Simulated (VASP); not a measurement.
# BeS in VASP: a series of runs, part 2 of 2

VASP 6.6.1. Earlier steps stand in the parts before.

**3. Single point, PBE (strain +5.4%)**

INCAR reads:

```
PREC = Accurate
ENCUT = 520
EDIFF = 1E-7
ISMEAR = 0
SIGMA = 0.01
LREAL = F
LASPH = T
NELM = 100
ALGO = Normal
ISIF = 2
LWAVE = F
LCHARG = F
GGA = PE
NBANDS = 11
```

KPOINTS reads:

```
Automatic mesh
0
Gamma
  6 6 6
```

POSCAR reads:

```
BeS
1.0
    0.0000000000      2.5662460555      2.5662460555
    2.5662460555      0.0000000000      2.5662460555
    2.5662460555      2.5662460555      0.0000000000
Be S
1 1
Direct
    0.0000000000      0.0000000000      0.0000000000
    0.2500000000      0.2500000000      0.2500000000
```

Potentials or basis: VASP PAW PBE potentials, release 64 (Be, S).

Run with:

```sh
> cat potpaw_PBE.64/Be/POTCAR potpaw_PBE.64/S/POTCAR > POTCAR
> mpirun -np 1 vasp_std > vasp.out
```

Wall time 7.4 s (1 thread of Intel Xeon Platinum 8259CL at 2.50GHz (Skylake/Cascade Lake), shared host); peak memory 0.15 GiB.

Results (log left out):

```
Free energy            : -9.8318 eV
Pressure               : -10.6 GPa
Band gap on the k mesh : 3.42 eV, indirect (least direct gap 4.54 eV)
```

Levels at points of the mesh, in eV from the valence-band top:
```csv
k point,band 2,band 3,band 4,band 5,band 6,band 7
"(0.00, 0.00, 0.00)",0.00,0.00,0.00,4.54,5.68,5.68
"(0.50, 0.00, 0.00)",-4.79,-0.82,-0.82,4.85,6.53,6.53
"(0.50, 0.50, 0.00)",-4.23,-2.11,-2.11,3.42,4.97,11.42
```

Caveat: the cell differs from its parent crystal (strain +5.4%).

**4. Single point, PBE (biaxial xy strain -1.9%)**

INCAR reads:

```
PREC = Accurate
ENCUT = 520
EDIFF = 1E-6
ISMEAR = 0
SIGMA = 0.01
LREAL = F
LASPH = T
NELM = 80
ALGO = Normal
ISIF = 2
LWAVE = F
LCHARG = F
GGA = PE
NBANDS = 11
```

KPOINTS is that of step 3.

POSCAR reads:

```
BeS
1.0
    0.0000000000      2.3885416711      2.4343066359
    2.3885416711      0.0000000000      2.4343066359
    2.3885416711      2.3885416711      0.0000000000
Be S
1 1
Direct
    0.0000000000      0.0000000000      0.0000000000
    0.2500000000      0.2500000000      0.2500000000
```

Potentials or basis: VASP PAW PBE potentials, release 64 (Be, S).

Run with:

```sh
> cat potpaw_PBE.64/Be/POTCAR potpaw_PBE.64/S/POTCAR > POTCAR
> mpirun -np 1 vasp_std > vasp.out
```

OUTCAR:

```text
PREC = Accurate
   ENCUT = 520
   EDIFF = 1E-6
   ISMEAR = 0
   LREAL = F
   LASPH = T
   NELM = 80
   ISIF = 2
   GGA = PE

 ion  position               nearest neighbor table
   1  0.000  0.000  0.000-   2 2.08   2 2.08   2 2.08   2 2.08
   2  0.250  0.250  0.250-   1 2.08   1 2.08   1 2.08   1 2.08

  LATTYP: Found a body centered tetragonal cell.
 ALAT       =     3.3779080256
 C/A-ratio  =     1.4413101940

  Lattice vectors:

 A1 = (  -2.3885416711,   0.0000000000,   2.4343066359)
 A2 = (   2.3885416711,   0.0000000000,   2.4343066359)
[... 513 lines left out ...]
      6      10.6181      0.00000
      7      15.2039      0.00000
      8      15.6071      0.00000
      9      18.9862      0.00000
     10      19.8707      0.00000
     11      21.2632      0.00000

 [... further k-points ...]
[... 5 lines left out ...]
  --------------------------------------------------------------------------------------
  -------------------------------------------------------------------------------------
  Total        0.8646440      0.8646440      0.5277955      0.0000000      0.0000000      0.0000000
  in kB       49.8743212     49.8743212     30.4442521      0.0000000      0.0000000      0.0000000
  external PRESSURE =      43.3976315 kB  Pullay stress =       0.0000000 kB

 VOLUME and BASIS-vectors are now :
 -----------------------------------------------------------------------------
  energy-cutoff  :      520.00
  volume of cell :       27.78
      direct lattice vectors                 reciprocal lattice vectors
     0.000000000  2.388541671  2.434306636    -0.209332751  0.209332751  0.205397296
     2.388541671  0.000000000  2.434306636     0.209332751 -0.209332751  0.205397296
     2.388541671  2.388541671  0.000000000     0.209332751  0.209332751 -0.205397296

 POSITION                                       TOTAL-FORCE (eV/Angst)
 -----------------------------------------------------------------------------------
      0.00000      0.00000      0.00000        -0.000000      0.000000      0.000000
      1.19427      1.19427      1.21715         0.000000     -0.000000     -0.000000
 -----------------------------------------------------------------------------------
    total drift:                               -0.000000     -0.000000      0.000000

  FREE ENERGIE OF THE ION-ELECTRON SYSTEM (eV)
  ---------------------------------------------------
  free  energy   TOTEN  =        -9.9923317852 eV

  energy  without entropy=       -9.9923317852  energy(sigma->0) =       -9.99233179
```

stdout:

```text
POSCAR found type information on POSCAR BeS
 POSCAR found :  2 types and       2 ions
 scaLAPACK will be used
 LDA part: xc-table for (Slater+PW92), standard interpolation
 POSCAR, INCAR and KPOINTS ok, starting setup
 FFT: planning ... GRIDC
 FFT: planning ... GRID_SOFT
 FFT: planning ... GRID
 WAVECAR not read
 entering main loop
```

Run time: 11 s. Hardware: 1 thread of Intel Xeon Platinum 8259CL at 2.50GHz (Skylake/Cascade Lake), shared host; peak memory 0.15 GiB.

What came out:

- Free energy: -9.9923 eV
- Pressure: 4.3 GPa
- Band gap on the k mesh: 2.96 eV, indirect (least direct gap 5.61 eV)

Stress tensor (GPa, compression positive):
```
4.99 0.00 0.00
0.00 4.99 0.00
0.00 0.00 3.04
```

Caveat: the cell differs from its parent crystal (biaxial xy strain -1.9%). A k mesh can miss the band edges.

**5. Single point, PBE (uniaxial y strain +1.4%)**

INCAR reads:

```
ALGO = Normal
EDIFF = 1E-7
ENCUT = 520
GGA = PE
ISIF = 2
ISMEAR = 0
LASPH = T
LCHARG = F
LREAL = F
LWAVE = F
NBANDS = 11
NELM = 60
PREC = Accurate
SIGMA = 0.01
```

KPOINTS reads:

```
k-points
0
Gamma
  6 6 6
```

POSCAR reads:

```
BeS
1.0
    0.0000000000      2.4676566368      2.4343066359
    2.4343066359      0.0000000000      2.4343066359
    2.4343066359      2.4676566368      0.0000000000
Be S
1 1
Direct
    0.0000000000      0.0000000000      0.0000000000
    0.2500000000      0.2500000000      0.2500000000
```

Run with:

```sh
> cat potpaw_PBE.64/Be/POTCAR potpaw_PBE.64/S/POTCAR > POTCAR
> mpirun -np 1 vasp_std > vasp.out
```

It took 12 s on 1 thread of Intel Xeon Platinum 8259CL at 2.50GHz (Skylake/Cascade Lake), shared host; peak memory 0.15 GiB.

It converged, with:

```
Free energy            : -10.0091 eV
Pressure               : -0.8 GPa
Band gap on the k mesh : 3.11 eV, indirect (least direct gap 5.65 eV)
```

Stress tensor (GPa, compression positive):
```
-0.33  0.00  0.00
 0.00 -1.67  0.00
 0.00  0.00 -0.33
```

Levels at points of the mesh, in eV from the valence-band top:
| k point | band 1 | band 2 | band 3 | band 4 | band 5 | band 6 | band 7 | band 8 |
| --- | --- | --- | --- | --- | --- | --- | --- | --- |
| (0.00, 0.00, 0.00) | -13.55 | -0.07 | 0.00 | 0.00 | 5.65 | 5.65 | 5.65 | 5.67 |
| (0.50, 0.00, 0.00) | -12.01 | -5.65 | -1.09 | -0.96 | 5.35 | 6.50 | 6.60 | 11.06 |
| (0.50, 0.50, 0.00) | -11.47 | -4.89 | -2.63 | -2.60 | 3.11 | 4.87 | 12.52 | 12.57 |
| (0.50, 0.00, 0.50) | -11.53 | -4.98 | -2.51 | -2.51 | 3.21 | 5.00 | 12.55 | 12.55 |

Caveat: the cell differs from its parent crystal (uniaxial y strain +1.4%). A k mesh can miss the band edges.

**6. Summary**

```csv
cell,gap on the mesh (eV),pressure (GPa)
"a = 3.443 Å, angles 60.0°, 2 atoms",3.14,0.5
"a = 3.629 Å, angles 60.0°, 2 atoms",3.42,-10.6
"a = 3.410, b = 3.410, c = 3.378 Å, angles 60.3, 60.3, 59.4°, 2 atoms",2.96,4.3
"a = 3.466, b = 3.443 Å, angles 60.2, 59.5, 60.2°, 2 atoms",3.11,-0.8
```

Alike in all rows: task single point; level PBE; potentials or basis VASP PAW PBE potentials, release 64 (Be, S); no spin polarisation; k mesh 6 × 6 × 6; cutoff (eV) 520; smearing gaussian 0.01 eV.

Total energies depend on the potentials used, so only differences within one code and one set of settings carry meaning.
